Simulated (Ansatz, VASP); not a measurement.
**BeS in VASP and in Ansatz**

The input INCAR:

```
ALGO     = Normal         # electronic algorithm
EDIFF    = 1E-6           # SCF threshold, eV
ENCUT    = 600            # plane-wave cutoff, eV
GGA      = PE             # functional
GGA_COMPAT= False        
ISIF     = 2              # what is computed and relaxed
ISMEAR   = 0              # smearing method
LASPH    = True           # aspherical terms in the spheres
LCHARG   = False          # write CHGCAR
LREAL    = False          # projectors in reciprocal space
LWAVE    = False          # write WAVECAR
NBANDS   = 11             # bands
NELM     = 120            # most SCF steps
PREC     = Accurate       # precision mode
SIGMA    = 0.01           # smearing width, eV
```

File KPOINTS:

```
k-points
0
Gamma
  8 8 8
```

POSCAR

```
BeS
1.0
    0.0000000000      2.4620582498      2.4620582498
    2.4620582498      0.0000000000      2.4620582498
    2.4620582498      2.4620582498      0.0000000000
Be S
1 1
Direct
    0.0000000000      0.0000000000      0.0000000000
    0.2500000000      0.2500000000      0.2500000000
```

Input for Ansatz:

```yaml
crystal:
  lattice:
    - [0.0, 2.4620582498, 2.4620582498]
    - [2.4620582498, 0.0, 2.4620582498]
    - [2.4620582498, 2.4620582498, 0.0]
  atoms:
    - { symbol: Be, position: [0.0, 0.0, 0.0] }
    - { symbol: S, position: [0.25, 0.25, 0.25] }
kpoints:
  mp_grid: { grid: [8, 8, 8] }
hamiltonian:
  xc: pbe
scf:
  occupations: { method: fixed }
  n_extra_bands: 4
output:
  forces: true
  stress: true
  eigenvalues: true
```

Alike in both runs: task single point; functional PBE; k mesh 8 × 8 × 8; no spin polarisation.

```csv
,VASP,Ansatz
version,VASP 6.6.1,Ansatz 0.2.0
potentials or method,"VASP PAW PBE potentials, release 64 (Be, S)","plane waves, PAW"
plane-wave cutoff (eV),600,420
occupations,"gaussian, width 0.01 eV",fixed
valence electrons in the cell,8,8
```

Ansatz gave:

```
gap on the k mesh at the Fermi level (eV) : 3.21
pressure (GPa)                            : -2.6
```

Question: Estimate VASP's values.

Answer: gap on the k mesh at the Fermi level (eV): 3.21; pressure (GPa): -2.5.
